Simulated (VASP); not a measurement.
# NaCl (Fm-3m) in VASP: notebook

The runs below take NaCl through single point, with PBE.

Everything below comes from runs of VASP 6.6.1. Logs are shortened: lines on timing, memory, paths and dates and some standing lists are left out, and cuts for length are marked.

**1. The cell of the first run**

Symmetry: Fm-3m, No. 225, cubic system. Conventional cell: a = 5.605 Å, b = 5.605 Å, c = 5.605 Å, α = 90.00°, β = 90.00°, γ = 90.00°. Within 3.7 Å of Na (site symmetry m-3m) lie 6 Cl at 2.80 Å. Within 3.7 Å of Cl (site symmetry m-3m) lie 6 Na at 2.80 Å.

**2. Single point, PBE**

INCAR reads:

```
SYSTEM = NaCl
ALGO     = Normal         ! electronic algorithm
EDIFF    = 1E-6           ! SCF threshold, eV
ENCUT    = 520            ! plane-wave cutoff, eV
GGA      = PE             ! functional
ISIF     = 2              ! what is computed and relaxed
ISMEAR   = 0              ! smearing method
LASPH    = .TRUE.         ! aspherical terms in the spheres
LCHARG   = .FALSE.        ! write CHGCAR
LREAL    = .FALSE.        ! projectors in reciprocal space
LWAVE    = .FALSE.        ! write WAVECAR
NBANDS   = 14             ! bands
NELM     = 80             ! most SCF steps
PREC     = Accurate       ! precision mode
SIGMA    = 0.01           ! smearing width, eV
```

KPOINTS reads:

```
k-points
0
G
  4 4 4
  0 0 0
```

POSCAR reads:

```
NaCl
1.0
    0.0000000000      2.8027319622      2.8027319622
    2.8027319622      0.0000000000      2.8027319622
    2.8027319622      2.8027319622      0.0000000000
Na Cl
1 1
Direct
    0.0000000000      0.0000000000      0.0000000000
    0.5000000000      0.5000000000      0.5000000000
```

Potentials or basis: VASP PAW PBE potentials, release 64 (Na_pv, Cl).

Command:

```bash
$ cat potpaw_PBE.64/Na_pv/POTCAR potpaw_PBE.64/Cl/POTCAR > POTCAR
$ mpirun -np 1 vasp_std > vasp.out
```

OUTCAR:

```text
SYSTEM = NaCl
   EDIFF = 1E-6
   ENCUT = 520
   GGA = PE
   ISIF = 2
   ISMEAR = 0
   LASPH = .TRUE.
   LREAL = .FALSE.
   NELM = 80
   PREC = Accurate

 ion  position               nearest neighbor table
   1  0.000  0.000  0.000-
   2  0.500  0.500  0.500-

  LATTYP: Found a face centered cubic cell.
 ALAT       =     5.6054639244

  Lattice vectors:

 A1 = (   0.0000000000,   2.8027319622,   2.8027319622)
 A2 = (   2.8027319622,   0.0000000000,   2.8027319622)
 A3 = (   2.8027319622,   2.8027319622,   0.0000000000)

Analysis of symmetry for initial positions (statically):
=====================================================================
 Subroutine PRICEL returns:
 Original cell was already a primitive cell.

 Routine SETGRP: Setting up the symmetry group for a
 face centered cubic supercell.

 Subroutine GETGRP returns: Found 48 space group operations
 (whereof 48 operations were pure point group operations)
 out of a pool of 48 trial point group operations.

The static configuration has the point symmetry O_h .

Analysis of symmetry for dynamics (positions and initial velocities):
=====================================================================
 Subroutine PRICEL returns:
 Original cell was already a primitive cell.

 Routine SETGRP: Setting up the symmetry group for a
 face centered cubic supercell.

 Subroutine GETGRP returns: Found 48 space group operations
 (whereof 48 operations were pure point group operations)
 out of a pool of 48 trial point group operations.

The dynamic configuration has the point symmetry O_h .

 Subroutine INISYM returns: Found 48 space group operations
 (whereof 48 operations are pure point group operations),
 and found     1 'primitive' translations

----------------------------------------------------------------------------------------

                                     Primitive cell

  volume of cell :      44.0326

  direct lattice vectors                    reciprocal lattice vectors
     0.000000000  2.802731962  2.802731962    -0.178397366  0.178397366  0.178397366
     2.802731962  0.000000000  2.802731962     0.178397366 -0.178397366  0.178397366
     2.802731962  2.802731962  0.000000000     0.178397366  0.178397366 -0.178397366

  length of vectors
     3.963661553  3.963661553  3.963661553     0.308993302  0.308993302  0.308993302

  position of ions in fractional coordinates (direct lattice)
     0.000000000  0.000000000  0.000000000
     0.500000000  0.500000000  0.500000000
[... 70 lines left out ...]
   PSTRESS=    0.0 pullay stress
   NELECT =      14.0000    total number of electrons
   NUPDOWN=      -1.0000    fix difference up-down
   EMIN   =  10.00;   EMAX   =-10.00  energy-range for DOS
   EFERMI =   0.00;   METHOD = LEGACY
   ISMEAR =     0;   SIGMA  =   0.01  broadening in eV -4-tet -1-fermi 0-gaus
   EFERMI_NEDOS =   21; number of points for ismear=-14 and -15
   IALGO  =     38    algorithm
   IMIX   =      4    mixing-type and parameters
     AMIX     =   0.40;   BMIX     =  1.00
     AMIX_MAG =   1.60;   BMIX_MAG =  1.00
  volume/ion in A,a.u.               =      22.02       148.57
  Fermi-wavevector in a.u.,A,eV,Ry     =   1.117359  2.111502 16.986744  1.248490
  Thomas-Fermi vector in A             =   2.253981
   LORBIT       =      0    0 simple, 1 ext, 2 COOP (PROOUT), +10 PAW based schemes
   GGA     = PE    functional components
   LHFCALC =     F    Hartree Fock is set to
   AEXX    =    0.0000 exact exchange contribution
   IVDW    =     0    specifies the selected vdW correction
   LEPSILON=     F    determine dielectric tensor
   LRPA    =     F    only Hartree local field effects (RPA)
 non-spin polarized calculation
 Gauss-broadening in eV      SIGMA  =   0.01
  energy-cutoff  :      520.00
  volume of cell :       44.03
 maximum number of plane-waves:      1243
 NGX is ok and might be reduce to    30
   NGX = 15   NGY = 15   NGZ = 15

 number of electron      14.0000003 magnetization

 Free energy of the ion-electron system (eV)
  ---------------------------------------------------
  ext. energy  EPLUGINS =         0.00000000
  ---------------------------------------------------
  free energy    TOTEN  =        -6.76758671 eV

  energy without entropy =       -6.76758671  energy(sigma->0) =       -6.76758671

 E-fermi :  -0.5552     XC(G=0):  -8.2444

 val. band max:       -0.6215383556   @ k =   0.0000   0.0000   0.0000
 cond. band min:       4.5565350040   @ k =   0.0000   0.0000   0.0000
 fundamental gap:      5.1780733596
 Fermi energy:        -0.5552477946

 k-point     1 :       0.0000    0.0000    0.0000
  band No.  band energies     occupation
      1     -21.4085      2.00000
      2     -21.4085      2.00000
      3     -21.4085      2.00000
      4     -13.3221      2.00000
      5      -0.6215      2.00000
      6      -0.6215      2.00000
      7      -0.6215      2.00000
      8       4.5565      0.00000
      9      10.5164      0.00000
     10      10.5164      0.00000
     11      10.5164      0.00000
     12      12.7011      0.00000
     13      12.7011      0.00000
     14      14.3386      0.00000
[... 105 lines left out ...]
      1     -21.4237      2.00000
      2     -21.4237      2.00000
      3     -21.4196      2.00000
      4     -12.8991      2.00000
      5      -1.8427      2.00000
      6      -1.8427      2.00000
      7      -1.3982      2.00000
      8       8.2809      0.00000
      9       9.1305      0.00000
     10       9.1305      0.00000
     11      10.8291      0.00000
     12      15.2298      0.00000
     13      15.2298      0.00000
     14      15.7939      0.00000

------------------------ aborting loop because EDIFF is reached ----------------------------------------

  FORCE on cell =-STRESS in cart. coord.  units (eV):
  Direction    XX          YY          ZZ          XY          YZ          ZX
  --------------------------------------------------------------------------------------
  -------------------------------------------------------------------------------------
  Total        0.3478837      0.3478837      0.3478837      0.0000000     -0.0000000      0.0000000
  in kB       12.6581406     12.6581406     12.6581406      0.0000000     -0.0000000      0.0000000
  external PRESSURE =      12.6581406 kB  Pullay stress =       0.0000000 kB

 VOLUME and BASIS-vectors are now :
 -----------------------------------------------------------------------------
  energy-cutoff  :      520.00
  volume of cell :       44.03
      direct lattice vectors                 reciprocal lattice vectors
     0.000000000  2.802731962  2.802731962    -0.178397366  0.178397366  0.178397366
     2.802731962  0.000000000  2.802731962     0.178397366 -0.178397366  0.178397366
     2.802731962  2.802731962  0.000000000     0.178397366  0.178397366 -0.178397366

 POSITION                                       TOTAL-FORCE (eV/Angst)
 -----------------------------------------------------------------------------------
      0.00000      0.00000      0.00000         0.000000      0.000000      0.000000
      2.80273      2.80273      2.80273        -0.000000     -0.000000     -0.000000
 -----------------------------------------------------------------------------------
    total drift:                               -0.000000      0.000000      0.000000

  FREE ENERGIE OF THE ION-ELECTRON SYSTEM (eV)
  ---------------------------------------------------
  free  energy   TOTEN  =        -6.7675867064 eV

  energy  without entropy=       -6.7675867064  energy(sigma->0) =       -6.76758671
```

Run time: 10 s. Hardware: 1 thread of Intel Xeon 8259CL, shared host; peak memory 0.15 GiB.

Results:

- Free energy: -6.7676 eV
- Pressure: 1.3 GPa
- Band gap on the k mesh: 5.18 eV

Caveat: the k points lie up to 0.49 Å⁻¹ apart.

**3. Single point, PBE (strain +2.7%)**

INCAR reads:

```
SYSTEM = NaCl
  PREC = Accurate
  ENCUT = 520
  EDIFF = 1E-7
  ISMEAR = 0
  SIGMA = 0.01
  LREAL = .False.
  LASPH = .True.
  NELM = 80
  ALGO = Normal
  ISIF = 2
  LWAVE = .False.
  LCHARG = .False.
  GGA = PE
  NBANDS = 14
```

KPOINTS reads:

```
regular mesh
0
Gamma
  4 4 4
  0 0 0
```

POSCAR reads:

```
NaCl
1.0
    0.0000000000      2.8781254520      2.8781254520
    2.8781254520      0.0000000000      2.8781254520
    2.8781254520      2.8781254520      0.0000000000
Na Cl
1 1
Direct
    0.0000000000      0.0000000000      0.0000000000
    0.5000000000      0.5000000000      0.5000000000
```

Potentials or basis: VASP PAW PBE potentials, release 64 (Na_pv, Cl).

Command:

```bash
$ cat potpaw_PBE.64/Na_pv/POTCAR potpaw_PBE.64/Cl/POTCAR > POTCAR
$ mpirun -np 1 vasp_std > vasp.out
```

Run time: 12 s. Hardware: 1 thread of Intel Xeon 8259CL, shared host; peak memory 0.15 GiB.

It converged, with:

* Free energy: -6.7734 eV
* Pressure: -0.7 GPa
* Band gap on the k mesh: 4.88 eV

Levels at points of the mesh, in eV from the valence-band top:
| k point | band 5 | band 6 | band 7 | band 8 | band 9 | band 10 |
| --- | --- | --- | --- | --- | --- | --- |
| (0.00, 0.00, 0.00) | 0.00 | 0.00 | 0.00 | 4.88 | 11.05 | 11.05 |
| (0.50, 0.00, 0.00) | -1.75 | -0.23 | -0.23 | 7.16 | 10.13 | 10.82 |
| (0.50, 0.50, 0.00) | -1.50 | -0.54 | -0.54 | 7.35 | 8.12 | 10.89 |

Caveat: the k points lie up to 0.47 Å⁻¹ apart; the cell differs from its parent crystal (strain +2.7%).

**4. Single point, PBE (strain +3.3%)**

INCAR reads:

```
SYSTEM = NaCl
ALGO = Normal
EDIFF = 1E-6
ENCUT = 520
GGA = PE
ISIF = 2
ISMEAR = 0
LASPH = .TRUE.
LCHARG = .FALSE.
LREAL = .FALSE.
LWAVE = .FALSE.
NBANDS = 14
NELM = 60
PREC = Accurate
SIGMA = 0.01
```

KPOINTS reads:

```
k-points
0
G
  4 4 4
  0 0 0
```

POSCAR reads:

```
NaCl
1.0
    0.0000000000      2.8946615705      2.8946615705
    2.8946615705      0.0000000000      2.8946615705
    2.8946615705      2.8946615705      0.0000000000
Na Cl
1 1
Direct
    0.0000000000      0.0000000000      0.0000000000
    0.5000000000      0.5000000000      0.5000000000
```

Potentials or basis: VASP PAW PBE potentials, release 64 (Na_pv, Cl).

Command:

```bash
$ cat potpaw_PBE.64/Na_pv/POTCAR potpaw_PBE.64/Cl/POTCAR > POTCAR
$ mpirun -np 1 vasp_std > vasp.out
```

OUTCAR:

```text
SYSTEM = NaCl
   EDIFF = 1E-6
   ENCUT = 520
   GGA = PE
   ISIF = 2
   ISMEAR = 0
   LASPH = .TRUE.
   LREAL = .FALSE.
   NELM = 60
   PREC = Accurate

 ion  position               nearest neighbor table
   1  0.000  0.000  0.000-
   2  0.500  0.500  0.500-

  LATTYP: Found a face centered cubic cell.
 ALAT       =     5.7893231410

  Lattice vectors:

 A1 = (   0.0000000000,   2.8946615705,   2.8946615705)
 A2 = (   2.8946615705,   0.0000000000,   2.8946615705)
 A3 = (   2.8946615705,   2.8946615705,   0.0000000000)

Analysis of symmetry for initial positions (statically):
=====================================================================
 Subroutine PRICEL returns:
 Original cell was already a primitive cell.

 Routine SETGRP: Setting up the symmetry group for a
 face centered cubic supercell.

 Subroutine GETGRP returns: Found 48 space group operations
 (whereof 48 operations were pure point group operations)
 out of a pool of 48 trial point group operations.

The static configuration has the point symmetry O_h .

Analysis of symmetry for dynamics (positions and initial velocities):
[... 153 lines left out ...]
      3     -22.1428      2.00000
      4     -13.6530      2.00000
      5      -1.1577      2.00000
      6      -1.1577      2.00000
      7      -1.1577      2.00000
      8       3.6614      0.00000
      9       9.8699      0.00000
     10       9.8699      0.00000
     11       9.8699      0.00000
     12      11.9323      0.00000
     13      11.9323      0.00000
     14      13.4089      0.00000
[... 105 lines left out ...]
      1     -22.1528      2.00000
      2     -22.1527      2.00000
      3     -22.1498      2.00000
      4     -13.3333      2.00000
      5      -2.1966      2.00000
      6      -2.1966      2.00000
      7      -1.8146      2.00000
      8       7.3375      0.00000
      9       8.3291      0.00000
     10       8.3291      0.00000
     11       9.8005      0.00000
     12      13.9691      0.00000
     13      13.9691      0.00000
     14      14.5798      0.00000

------------------------ aborting loop because EDIFF is reached ----------------------------------------

  FORCE on cell =-STRESS in cart. coord.  units (eV):
  Direction    XX          YY          ZZ          XY          YZ          ZX
  --------------------------------------------------------------------------------------
  -------------------------------------------------------------------------------------
  Total       -0.3160980     -0.3160980     -0.3160980      0.0000000     -0.0000000      0.0000000
  in kB      -10.4402042    -10.4402042    -10.4402042      0.0000000     -0.0000000      0.0000000
  external PRESSURE =     -10.4402042 kB  Pullay stress =       0.0000000 kB

 VOLUME and BASIS-vectors are now :
 -----------------------------------------------------------------------------
  energy-cutoff  :      520.00
  volume of cell :       48.51
      direct lattice vectors                 reciprocal lattice vectors
     0.000000000  2.894661570  2.894661570    -0.172731764  0.172731764  0.172731764
     2.894661570  0.000000000  2.894661570     0.172731764 -0.172731764  0.172731764
     2.894661570  2.894661570  0.000000000     0.172731764  0.172731764 -0.172731764

 POSITION                                       TOTAL-FORCE (eV/Angst)
 -----------------------------------------------------------------------------------
      0.00000      0.00000      0.00000         0.000000     -0.000000      0.000000
      2.89466      2.89466      2.89466        -0.000000      0.000000     -0.000000
 -----------------------------------------------------------------------------------
    total drift:                                0.000000      0.000000      0.000000

  FREE ENERGIE OF THE ION-ELECTRON SYSTEM (eV)
  ---------------------------------------------------
  free  energy   TOTEN  =        -6.7690453629 eV

  energy  without entropy=       -6.7690453629  energy(sigma->0) =       -6.76904536
```

OSZICAR:

```text
N       E                     dE             d eps       ncg     rms          rms(c)
DAV:   1     0.988615395618E+02    0.98862E+02   -0.70593E+03   224   0.961E+02
DAV:   2     0.184976297274E+01   -0.97012E+02   -0.89723E+02   236   0.260E+02
DAV:   3    -0.684614419568E+01   -0.86959E+01   -0.86444E+01   290   0.716E+01
DAV:   4    -0.698270090866E+01   -0.13656E+00   -0.13652E+00   254   0.100E+01
DAV:   5    -0.698570894289E+01   -0.30080E-02   -0.30079E-02   292   0.147E+00    0.214E+00
DAV:   6    -0.677498206827E+01    0.21073E+00   -0.36351E-01   278   0.330E+00    0.158E+00
DAV:   7    -0.676270436158E+01    0.12278E-01   -0.85220E-02   298   0.160E+00    0.108E+00
DAV:   8    -0.676900350616E+01   -0.62991E-02   -0.10858E-02   248   0.865E-01    0.290E-01
DAV:   9    -0.676889994620E+01    0.10356E-03   -0.22387E-04   302   0.112E-01    0.171E-01
DAV:  10    -0.676906157232E+01   -0.16163E-03   -0.44505E-04   254   0.141E-01    0.866E-02
DAV:  11    -0.676904550927E+01    0.16063E-04   -0.26277E-05   272   0.409E-02    0.208E-02
DAV:  12    -0.676904536289E+01    0.14638E-06   -0.32038E-06   266   0.138E-02
   1 F= -.67690454E+01 E0= -.67690454E+01  d E =-.890576E-17
```

Run time: 9.1 s. Hardware: 1 thread of Intel Xeon 8259CL, shared host; peak memory 0.16 GiB.

What came out:

* Free energy: -6.7690 eV
* Pressure: -1.0 GPa
* Band gap on the k mesh: 4.82 eV

Levels at points of the mesh, in eV from the valence-band top:
| k point | band 3 | band 4 | band 5 | band 6 | band 7 | band 8 | band 9 | band 10 | band 11 | band 12 |
| --- | --- | --- | --- | --- | --- | --- | --- | --- | --- | --- |
| (0.00, 0.00, 0.00) | -20.99 | -12.50 | 0.00 | 0.00 | 0.00 | 4.82 | 11.03 | 11.03 | 11.03 | 13.09 |
| (0.50, 0.00, 0.00) | -20.99 | -12.23 | -1.70 | -0.22 | -0.22 | 7.13 | 10.00 | 10.77 | 10.77 | 14.47 |
| (0.50, 0.50, 0.00) | -20.99 | -12.19 | -1.46 | -0.52 | -0.52 | 7.30 | 8.13 | 10.78 | 14.09 | 14.09 |

Caveat: the k points lie up to 0.47 Å⁻¹ apart; the cell differs from its parent crystal (strain +3.3%).

**5. The runs side by side**

| cell | gap on the mesh (eV) | pressure (GPa) |
| --- | --- | --- |
| a = 3.964 Å, angles 60.0°, 2 atoms | 5.18 | 1.3 |
| a = 4.070 Å, angles 60.0°, 2 atoms | 4.88 | -0.7 |
| a = 4.094 Å, angles 60.0°, 2 atoms | 4.82 | -1.0 |

Alike in all rows: task single point; level PBE; potentials or basis VASP PAW PBE potentials, release 64 (Na_pv, Cl); no spin polarisation; k mesh 4 × 4 × 4; cutoff (eV) 520; smearing gaussian 0.01 eV.

Caveats: all runs use coarse meshes.

Total energies depend on the potentials used, so only differences within one code and one set of settings carry meaning.
